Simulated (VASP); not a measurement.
Here is a VASP 6.6.1 calculation.

Contents of INCAR:

```
PREC = Accurate
ENCUT = 520
EDIFF = 1E-6
ISMEAR = 0
SIGMA = 0.1
LREAL = False
LASPH = True
NELM = 100
ALGO = Normal
ISIF = 2
LWAVE = False
LCHARG = True
GGA = PE
LELF = True
LVHAR = True
NBANDS = 24
```

The input KPOINTS:

```
Automatic mesh
0
Gamma
  10 8 8
```

Contents of POSCAR:

```
MgW
1.0
    4.3503408000      0.0000000000      0.0013572000
    0.0000000000      5.6946958000      0.0000000000
   -0.0249169536      0.0000000000      5.0822199422
Mg W
2 2
Direct
    0.5000000000      0.2849581330      0.7500000000
    0.5000000000      0.7150418670      0.2500000000
    0.0000000000      0.8047050822      0.7500000000
    0.0000000000      0.1952949178      0.2500000000
```

Potentials or basis: VASP PAW PBE potentials, release 64 (Mg, W_sv).

Launch:

```bash
$ cat potpaw_PBE.64/Mg/POTCAR potpaw_PBE.64/W_sv/POTCAR > POTCAR
$ mpirun -np 1 vasp_std > vasp.out
```

(1) Estimate the largest force.

(2) Predict the band gap on the k mesh.

(3) What does it give for the pressure?

Answers

(1) 2.484 eV/Å.

(2) zero (band 16 reaches 2.47 eV, above the bottom of band 17 at 1.84 eV).

(3) -21.3 GPa.

Caveat: the cell differs from its parent crystal (strained and its atoms moved); spin-orbit coupling is left out, which moves the levels of the heavy elements; forces of over 1 eV/Å act on the atoms, so gaps and moduli don't describe the material at rest.
